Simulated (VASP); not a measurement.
# Ba4Ti3AsO12 (a cell with a defect) in VASP: electric field gradients with RPBE+D3(BJ)

Aim: the electric field gradients of Ba4Ti3AsO12 (a cell with a defect) with RPBE+D3(BJ).

Everything below comes from runs of VASP 6.6.1. Logs are shortened: lines on timing, memory, paths and dates and some standing lists are left out, and cuts for length are marked.

### Step 1. The cell of the first run

The cell holds a defect, 20 atoms: a = 6.939 Å, b = 6.939 Å, c = 6.939 Å, α = 109.47°, β = 109.47°, γ = 109.47°.

### Step 2. Electric field gradients, RPBE+D3(BJ)

Input file INCAR:

```
  ALGO = Normal
  EDIFF = 1E-8
  ENCUT = 520
  GGA = RP
  ISIF = 2
  ISMEAR = -1
  IVDW = 12
  LASPH = T
  LCHARG = F
  LEFG = T
  LREAL = Auto
  LWAVE = F
  NBANDS = 92
  NELECT = 152.0
  NELM = 80
  PREC = Accurate
  SIGMA = 0.01
```

Input file KPOINTS:

```
k-points
0
Gamma
  3 3 3
```

Input file POSCAR:

```
Ba4Ti3AsO12
1.0
   -4.0060000000      4.0060000000      4.0060000000
    4.0060000000     -4.0060000000      4.0060000000
    4.0060000000      4.0060000000     -4.0060000000
Ba As Ti O
4 1 3 12
Direct
    0.5000000000      0.5000000000      0.5000000000
    0.0000000000      0.0000000000      0.5000000000
    0.0000000000      0.5000000000      0.0000000000
    0.5000000000      0.0000000000      0.0000000000
    0.0000000000      0.0000000000      0.0000000000
    0.5000000000      0.5000000000      0.0000000000
    0.5000000000      0.0000000000      0.5000000000
    0.0000000000      0.5000000000      0.5000000000
    0.0000000000      0.2500000000      0.2500000000
    0.5000000000      0.7500000000      0.2500000000
    0.5000000000      0.2500000000      0.7500000000
    0.0000000000      0.7500000000      0.7500000000
    0.2500000000      0.0000000000      0.2500000000
    0.7500000000      0.5000000000      0.2500000000
    0.7500000000      0.0000000000      0.7500000000
    0.2500000000      0.5000000000      0.7500000000
    0.2500000000      0.2500000000      0.0000000000
    0.7500000000      0.7500000000      0.0000000000
    0.7500000000      0.2500000000      0.5000000000
    0.2500000000      0.7500000000      0.5000000000
```

Potentials or basis: VASP PAW PBE potentials, release 64 (Ba_sv, As, Ti_sv, O).

The run is started by

```sh
cat potpaw_PBE.64/Ba_sv/POTCAR potpaw_PBE.64/As/POTCAR potpaw_PBE.64/Ti_sv/POTCAR potpaw_PBE.64/O/POTCAR > POTCAR
mpirun -np 1 vasp_std > vasp.out
```

OUTCAR:

```text
EDIFF = 1E-8
   ENCUT = 520
   GGA = RP
   ISIF = 2
   ISMEAR = -1
   IVDW = 12
   LASPH = T
   LREAL = Auto
   NELECT = 152.0
   NELM = 80
   PREC = Accurate
 IVDW          = 12

 ion  position               nearest neighbor table
   1  0.500  0.500  0.500-  10 2.83  11 2.83  12 2.83  14 2.83  15 2.83  16 2.83  18 2.83  19 2.83
                            20 2.83  17 2.83  13 2.83   9 2.83   5 3.47   6 3.47   6 3.47   7 3.47
   2  0.000  0.000  0.500-   9 2.83  11 2.83  12 2.83  13 2.83  15 2.83  16 2.83  17 2.83  19 2.83
                            20 2.83  18 2.83  14 2.83  10 2.83   5 3.47   5 3.47   6 3.47   8 3.47
   3  0.000  0.500  0.000-   9 2.83  10 2.83  12 2.83  13 2.83  14 2.83  16 2.83  17 2.83  18 2.83
                            20 2.83  19 2.83  15 2.83  11 2.83   5 3.47   8 3.47   6 3.47   5 3.47
   4  0.500  0.000  0.000-   9 2.83  10 2.83  11 2.83  13 2.83  14 2.83  15 2.83  17 2.83  18 2.83
                            19 2.83  20 2.83  16 2.83  12 2.83   5 3.47   7 3.47   6 3.47   6 3.47
   5  0.000  0.000  0.000-   9 2.00  12 2.00  13 2.00  15 2.00  17 2.00  18 2.00   3 3.47   4 3.47
                             1 3.47   2 3.47   2 3.47   3 3.47   4 3.47   1 3.47
   6  0.500  0.500  0.000-  10 2.00  11 2.00  14 2.00  16 2.00  17 2.00  18 2.00   3 3.47   4 3.47
                             1 3.47   2 3.47   1 3.47   4 3.47   3 3.47   2 3.47
   7  0.500  0.000  0.500-  10 2.00  11 2.00  13 2.00  15 2.00  19 2.00  20 2.00   3 3.47   4 3.47
                             1 3.47   2 3.47   4 3.47   1 3.47   2 3.47   3 3.47
   8  0.000  0.500  0.500-   9 2.00  12 2.00  14 2.00  16 2.00  19 2.00  20 2.00   3 3.47   4 3.47
                             1 3.47   2 3.47   3 3.47   2 3.47   1 3.47   4 3.47
   9  0.000  0.250  0.250-   5 2.00   8 2.00   3 2.83   1 2.83   2 2.83   4 2.83
  10  0.500  0.750  0.250-   6 2.00   7 2.00   4 2.83   1 2.83   2 2.83   3 2.83
  11  0.500  0.250  0.750-   6 2.00   7 2.00   4 2.83   1 2.83   3 2.83   2 2.83
  12  0.000  0.750  0.750-   5 2.00   8 2.00   4 2.83   2 2.83   3 2.83   1 2.83
  13  0.250  0.000  0.250-   5 2.00   7 2.00   4 2.83   1 2.83   2 2.83   3 2.83
  14  0.750  0.500  0.250-   6 2.00   8 2.00   3 2.83   1 2.83   2 2.83   4 2.83
  15  0.750  0.000  0.750-   5 2.00   7 2.00   4 2.83   2 2.83   3 2.83   1 2.83
  16  0.250  0.500  0.750-   6 2.00   8 2.00   4 2.83   1 2.83   3 2.83   2 2.83
  17  0.250  0.250  0.000-   5 2.00   6 2.00   4 2.83   1 2.83   3 2.83   2 2.83
  18  0.750  0.750  0.000-   5 2.00   6 2.00   4 2.83   2 2.83   3 2.83   1 2.83
  19  0.750  0.250  0.500-   7 2.00   8 2.00   3 2.83   1 2.83   2 2.83   4 2.83
  20  0.250  0.750  0.500-   7 2.00   8 2.00   4 2.83   1 2.83   2 2.83   3 2.83

  LATTYP: Found a body centered cubic cell.
 ALAT       =     8.0120000000

  Lattice vectors:

 A1 = (  -4.0060000000,   4.0060000000,   4.0060000000)
 A2 = (   4.0060000000,  -4.0060000000,   4.0060000000)
 A3 = (   4.0060000000,   4.0060000000,  -4.0060000000)

Analysis of symmetry for initial positions (statically):
=====================================================================
 Subroutine PRICEL returns:
 Original cell was already a primitive cell.

 Routine SETGRP: Setting up the symmetry group for a
 body centered cubic supercell.

 Subroutine GETGRP returns: Found 48 space group operations
 (whereof 48 operations were pure point group operations)
 out of a pool of 48 trial point group operations.

The static configuration has the point symmetry O_h .

Analysis of symmetry for dynamics (positions and initial velocities):
=====================================================================
 Subroutine PRICEL returns:
 Original cell was already a primitive cell.

 Routine SETGRP: Setting up the symmetry group for a
 body centered cubic supercell.

 Subroutine GETGRP returns: Found 48 space group operations
 (whereof 48 operations were pure point group operations)
 out of a pool of 48 trial point group operations.

The dynamic configuration has the point symmetry O_h .

 Subroutine INISYM returns: Found 48 space group operations
 (whereof 48 operations are pure point group operations),
 and found     1 'primitive' translations

----------------------------------------------------------------------------------------

                                     Primitive cell

  volume of cell :     257.1537

  direct lattice vectors                    reciprocal lattice vectors
    -4.006000000  4.006000000  4.006000000     0.000000000  0.124812781  0.124812781
[... 119 lines left out ...]
   IMIX   =      4    mixing-type and parameters
     AMIX     =   0.40;   BMIX     =  1.00
     AMIX_MAG =   1.60;   BMIX_MAG =  1.00
  volume/ion in A,a.u.               =      12.86        86.77
  Fermi-wavevector in a.u.,A,eV,Ry     =   1.373910  2.596314 25.682763  1.887630
  Thomas-Fermi vector in A             =   2.499385
   LORBIT       =      0    0 simple, 1 ext, 2 COOP (PROOUT), +10 PAW based schemes
   GGA     = RP    functional components
   LHFCALC =     F    Hartree Fock is set to
   AEXX    =    0.0000 exact exchange contribution
   IVDW    =    12    specifies the selected vdW correction
   LEPSILON=     F    determine dielectric tensor
   LRPA    =     F    only Hartree local field effects (RPA)
 non-spin polarized calculation
  energy-cutoff  :      520.00
  volume of cell :      257.15
 maximum number of plane-waves:      6939
 NGX is ok and might be reduce to    54
   NGX = 25   NGY = 25   NGZ = 25

 number of electron     151.9999901 magnetization

 Free energy of the ion-electron system (eV)
  ---------------------------------------------------
  ext. energy  EPLUGINS =         0.00000000
  ---------------------------------------------------
  free energy    TOTEN  =      -146.55760739 eV

  energy without entropy =     -146.55760739  energy(sigma->0) =     -146.55760739

 E-fermi :   4.0084     XC(G=0): -10.9719

 val. band max:        3.7780673238   @ k =  -0.3333   0.3333   0.3333
 cond. band min:       4.2335510100   @ k =   0.0000   0.0000   0.0000
 fundamental gap:      0.4554836863
 Fermi energy:         4.0083695537

 k-point     1 :       0.0000    0.0000    0.0000
  band No.  band energies     occupation
      1     -53.0492      2.00000
      2     -53.0478      2.00000
      3     -53.0478      2.00000
      4     -29.3034      2.00000
      5     -29.3034      2.00000
      6     -29.3034      2.00000
[... 353 lines left out ...]
     87       7.9358      0.00000
     88       8.0786      0.00000
 [bands above 88 left out]

------------------------ aborting loop because EDIFF is reached ----------------------------------------

 Edisp (eV)  -30.81363

 E6    (eV) :    -9.4559

 E8    (eV) :   -21.3578

  FORCE on cell =-STRESS in cart. coord.  units (eV):
  Direction    XX          YY          ZZ          XY          YZ          ZX
  --------------------------------------------------------------------------------------
  -------------------------------------------------------------------------------------
  Total     -41.40021   -41.40021   -41.40021     0.00000     0.00000     0.00000
  in kB    -257.94096  -257.94096  -257.94096     0.00000     0.00000     0.00000
  external pressure =     -257.94 kB  Pullay stress =        0.00 kB

 VOLUME and BASIS-vectors are now :
 -----------------------------------------------------------------------------
  energy-cutoff  :      520.00
  volume of cell :      257.15
      direct lattice vectors                 reciprocal lattice vectors
    -4.006000000  4.006000000  4.006000000     0.000000000  0.124812781  0.124812781
     4.006000000 -4.006000000  4.006000000     0.124812781  0.000000000  0.124812781
     4.006000000  4.006000000 -4.006000000     0.124812781  0.124812781  0.000000000

 POSITION                                       TOTAL-FORCE (eV/Angst)
 -----------------------------------------------------------------------------------
      2.00300      2.00300      2.00300        -0.000000      0.000000      0.000000
      2.00300      2.00300     -2.00300        -0.000000      0.000000      0.000000
      2.00300     -2.00300      2.00300        -0.000000      0.000000      0.000000
     -2.00300      2.00300      2.00300        -0.000000      0.000000      0.000000
      0.00000      0.00000      0.00000        -0.000000      0.000000      0.000000
      0.00000      0.00000      4.00600        -0.000000      0.000000      0.000000
[... 12 lines left out ...]
      0.00000      4.00600      2.00300        -0.000000      0.000000      0.000000
      4.00600      0.00000      2.00300        -0.000000      0.000000      0.000000
 -----------------------------------------------------------------------------------
    total drift:                                0.000000      0.000000     -0.000000

  FREE ENERGIE OF THE ION-ELECTRON SYSTEM (eV)
  ---------------------------------------------------
  free  energy   TOTEN  =      -177.3712374297 eV

  energy  without entropy=     -177.3712374297  energy(sigma->0) =     -177.37123743

 Electric field gradients (V/A^2)
---------------------------------------------------------------------
 ion       V_xx      V_yy      V_zz      V_xy      V_xz      V_yz
---------------------------------------------------------------------
   1       0.000    -0.000     0.000     6.984     6.984     6.984
   2       0.000     0.000    -0.000     6.985    -6.985    -6.985
   3       0.000    -0.000     0.000    -6.985     6.985    -6.985
   4      -0.000     0.000     0.000    -6.985    -6.985     6.985
   5       0.000    -0.000    -0.000     0.000     0.000     0.000
   6     -18.442   -18.442    36.885    -0.001    -0.001    -0.001
[... 12 lines left out ...]
  19     -12.985   -12.985    25.970     0.002     0.002     0.002
  20     -12.985   -12.985    25.970     0.002     0.002     0.002
---------------------------------------------------------------------

 Electric field gradients after diagonalization (V/A^2)
 (convention: |V_zz| > |V_xx| > |V_yy|)
----------------------------------------------------------------------
 ion       V_xx      V_yy      V_zz     asymmetry (V_yy - V_xx)/ V_zz
----------------------------------------------------------------------
   1      -6.984    -6.984    13.969       0.000
   2      -6.985    -6.985    13.970       0.000
   3      -6.985    -6.985    13.970       0.000
   4      -6.985    -6.985    13.970       0.000
   5      -0.000    -0.000     0.000       0.000
   6     -18.443   -18.441    36.885       0.000
[... 12 lines left out ...]
  19     -12.987   -12.982    25.970       0.000
  20     -12.987   -12.982    25.970       0.000
----------------------------------------------------------------------

           NMR quadrupolar parameters

 Cq : quadrupolar parameter    Cq=e*Q*V_zz/h
 eta: asymmetry parameters     (V_yy - V_xx)/ V_zz
 Q  : nuclear electric quadrupole moment in mb (millibarn)
----------------------------------------------------------------------
 ion       Cq(MHz)       eta       Q (mb)
----------------------------------------------------------------------
   1       0.034       0.000       1.000
   2       0.034       0.000       1.000
   3       0.034       0.000       1.000
   4       0.034       0.000       1.000
   5       0.000       0.000       1.000
   6       0.089       0.000       1.000
[... 12 lines left out ...]
  19       0.063       0.000       1.000
  20       0.063       0.000       1.000
----------------------------------------------------------------------
```

Run time: 9.4 min. Hardware: 1 thread of AMD EPYC 7R43 (Zen 3), shared host; peak memory 0.37 GiB.

What came out:

| Quantity | Value |
| --- | --- |
| Free energy | -177.3712 eV |
| Largest force | 1.795 eV/Å |
| Dispersion energy per atom | -1.541 eV |

Forces in eV/Å, atoms in the order of the input:
```
Ba   0.000  0.000  0.000
Ba   0.000  0.000  0.000
Ba   0.000  0.000  0.000
Ba   0.000  0.000  0.000
As   0.000  0.000  0.000
Ti   0.000  0.000  0.000
Ti   0.000  0.000  0.000
Ti   0.000  0.000  0.000
O   -1.795  0.000  0.000
O    0.000  0.000  0.000
O    0.000  0.000  0.000
O    1.795  0.000  0.000
O    0.000 -1.795  0.000
O    0.000  0.000  0.000
O    0.000  1.795  0.000
O    0.000  0.000  0.000
O    0.000  0.000 -1.795
O    0.000  0.000  1.795
O    0.000  0.000  0.000
O    0.000  0.000  0.000
```

Electric field gradients, principal values (V/Å²):
```
atom    least   middle  greatest (by size)
1 Ba   -6.984   -6.984              13.969
2 Ba   -6.985   -6.985              13.970
3 Ba   -6.985   -6.985              13.970
4 Ba   -6.985   -6.985              13.970
5 As    0.000    0.000               0.000
6 Ti  -18.441  -18.443              36.885
7 Ti  -18.441  -18.443              36.885
8 Ti  -18.441  -18.443              36.885
 9 O  -70.335  -70.340             140.676
10 O  -12.982  -12.987              25.970
11 O  -12.982  -12.987              25.970
12 O  -70.335  -70.340             140.676
13 O  -70.335  -70.340             140.676
14 O  -12.982  -12.987              25.970
15 O  -70.335  -70.340             140.676
16 O  -12.982  -12.987              25.970
17 O  -70.335  -70.340             140.676
18 O  -70.335  -70.340             140.676
19 O  -12.982  -12.987              25.970
20 O  -12.982  -12.987              25.970
```

Caveat: the cell carries a net charge on a neutralising background, which shifts energy and pressure; the cell is charged against a uniform background, so pressure and absolute levels hang on convention; three body term missing; without QUAD_EFG the Cq values of the log hold for a quadrupole moment of 1 mb, not for the nuclei; the PAW data sets were made with another functional, which shifts forces and pressure a little; spin-orbit coupling is left out, which moves the levels of the heavy elements.
